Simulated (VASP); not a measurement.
SiC: single point with PBE

SiC:

```
CELL_PARAMETERS angstrom
3.09194 0.00000 0.00000
-1.54597 2.67770 0.00000
0.00000 0.00000 5.17578
ATOMIC_POSITIONS crystal
Si 0.33333 0.66667 0.50040
Si 0.66667 0.33333 0.00040
C 0.33333 0.66667 0.87460
C 0.66667 0.33333 0.37460
```

This cell differs from its parent crystal: strain along c alone, the other axes held: +2.0 %, then relaxed in part.

| Item | Value |
| --- | --- |
| Program | VASP 6.6.1 |
| Task | single point |
| Functional | PBE |
| Potentials or basis | VASP PAW PBE potentials, release 64 (Si, C) |
| Cutoff | 520 eV |
| k mesh | 12 × 12 × 6 |
| Occupations | gaussian, width 0.02 eV |
| Spin | no spin polarisation |

```json
{
  "Pressure": "-4.0 GPa",
  "Band gap on the k mesh": "2.20 eV, indirect (least direct gap 4.06 eV)"
}
```

Stress tensor (GPa, compression positive):
```
 -0.90   0.00   0.00
  0.00  -0.90   0.00
  0.00   0.00 -10.21
```

Levels at points of the mesh, in eV from the valence-band top:
```csv
k point,band 5,band 6,band 7,band 8,band 9,band 10,band 11,band 12
"(0.00, 0.00, 0.00)",-1.21,-0.28,0.00,0.00,4.78,5.47,6.57,6.57
"(0.50, 0.00, 0.00)",-5.34,-3.24,-3.18,-1.23,2.82,4.01,6.56,6.99
"(0.00, 0.00, 0.50)",-0.65,-0.65,-0.65,-0.65,5.78,5.78,7.26,7.26
"(0.50, 0.00, 0.50)",-2.44,-2.44,-2.37,-2.37,3.10,3.10,5.02,5.02
```

Wall time 120 s on 1 thread of AMD EPYC 7R13, with other jobs on the host, peak memory 0.15 GiB.

Caveat: the cell differs from its parent crystal (strain along c alone, the other axes held: +2.0 %, then relaxed in part). A k mesh can miss the band edges.
